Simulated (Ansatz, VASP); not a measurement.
## Two plane-wave programs on LiF

```
CELL_PARAMETERS angstrom
2.91844 0.00000 0.00000
1.45431 2.43330 0.00000
1.43529 0.77960 2.29647
ATOMIC_POSITIONS crystal
Li 0.99287 0.99890 0.99672
F 0.48972 0.50657 0.49559
```

Alike in both runs: task single point; functional revPBE; dispersion D3(BJ); k mesh 6 × 6 × 6; no spin polarisation.

```csv
,VASP,Ansatz
version,VASP 6.6.1,Ansatz 0.2.0
potentials or method,"VASP PAW PBE potentials, release 64 (Li_sv, F), cutoff 520 eV","plane waves, PAW"
occupations,"gaussian, width 0.01 eV",fixed
valence electrons in the cell,10,10
```

Ansatz gave:

| Quantity | Value |
| --- | --- |
| gap on the k mesh at the Fermi level (eV) | 9.19 |
| rms of the force components (eV/Å) | 0.021 |

Which values does VASP return?

gap on the k mesh at the Fermi level (eV): 9.20; rms of the force components (eV/Å): 0.022.

VASP's potentials were made for PBE, not for revPBE. Atom by atom the forces differ by 0.001 eV/Å (rms over components). Ansatz's warnings: force scf threshold loose.

The k mesh is coarse, so the values compare programs but aren't converged. Noted on VASP's run: the cutoff is short for stress, so the pressure is rough.
